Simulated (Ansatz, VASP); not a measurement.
# Sr: VASP beside Ansatz

POSCAR

```
Sr
1.0
    0.0000000000      3.0521104090      3.0521104090
    3.0521104090      0.0000000000      3.0521104090
    3.0521104090      3.0521104090      0.0000000000
Sr
1
Direct
    0.0000000000      0.0000000000      0.0000000000
```

File INCAR.step1:

```
SYSTEM = Sr
  PREC = Accurate
  ENCUT = 520
  ISMEAR = -1
  SIGMA = 0.1
  LREAL = .False.
  LASPH = .True.
  NELM = 60
  NBANDS = 11
  GGA = PE
  ALGO = Normal
  EDIFF = 1E-4
  LWAVE = .True.
  LCHARG = .False.
```

File INCAR.step2:

```
SYSTEM = Sr
  PREC = Accurate
  ENCUT = 520
  EDIFF = 1E-6
  ISMEAR = -1
  SIGMA = 0.1
  LREAL = .False.
  LASPH = .True.
  NELM = 60
  ALGO = Normal
  ISIF = 2
  LWAVE = .False.
  LCHARG = .False.
  METAGGA = R2SCAN
  LMIXTAU = .True.
  NBANDS = 11
  ISTART = 1
```

File KPOINTS:

```
regular mesh
0
Gamma
  13 13 13
  0 0 0
```

Input for Ansatz:

```yaml
crystal:
  lattice:
    - [0.0, 3.052110409, 3.052110409]
    - [3.052110409, 0.0, 3.052110409]
    - [3.052110409, 3.052110409, 0.0]
  atoms:
    - { symbol: Sr, position: [0.0, 0.0, 0.0] }
hamiltonian:
  xc: r2scan
  pseudopotentials:
    kind: paw
    azcp:
      Sr: "pseudopotentials/Sr.paw.azcp"
basis:
  ecutwfc: 500
  fft_grid_basis: typed
kpoints:
  mp_grid: { grid: [13, 13, 13], shift: [0, 0, 0] }
magnetization:
  spin_polarized: false
scf:
  occupations: { method: fermi_dirac, width: 0.1 }
  lower_state_search: "off"
output:
  stress: true
  write_density: true
  write_potential: true
  elf: true
  volumetric_format: npy
```

Alike in both runs: task single point; functional r2SCAN; k mesh 13 × 13 × 13; occupations fermi-dirac, width 0.1 eV; no spin polarisation.

|  | VASP | Ansatz |
| --- | --- | --- |
| version | VASP 6.6.1 | Ansatz 0.2.0 |
| potentials or method | VASP PAW PBE potentials, release 64 (Sr_sv), cutoff 520 eV | plane waves (500 eV) with PAW, scalar-relativistic |
| valence electrons in the cell | 10 | 10 |

```csv
,VASP,Ansatz,Ansatz less VASP
pressure (GPa),0.0,0.0,-0.02
```

VASP's potentials were made for PBE, not for r2SCAN.
